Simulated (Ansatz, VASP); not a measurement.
One calculation of Ta, two programs

```xyz
1
Lattice="-1.6513 1.6513 1.6513 1.6513 -1.6513 1.6513 1.6513 1.6513 -1.6513" Properties=species:S:1:pos:R:3 pbc="T T T"
Ta    0.0000    0.0000    0.0000
```

Alike in both runs: functional LDA; k mesh 8 × 8 × 8; occupations fermi-dirac, width 0.05 eV; non-collinear spin, spin-orbit coupling.

```csv
,VASP,Ansatz
version,VASP 6.6.1,Ansatz 0.2.0
potentials or method,"VASP PAW LDA potentials, release 64 (Ta_sv_GW)",Ansatz PAW
plane-wave cutoff (eV),500,420
valence electrons in the cell,13,13
task,single point,band structure
```

Ansatz gave:

| Item | Value |
| --- | --- |
| pressure (GPa) | -10.7 |
| net moment per atom (μB) | 0.00 |

**Question.** What did VASP give for the same quantities?

**Answer.** Pressure (GPa): -11.3; net moment per atom (μB): 0.00.

LDA's correlation is that of Perdew and Zunger in VASP and of Perdew and Wang (1992) in Ansatz.
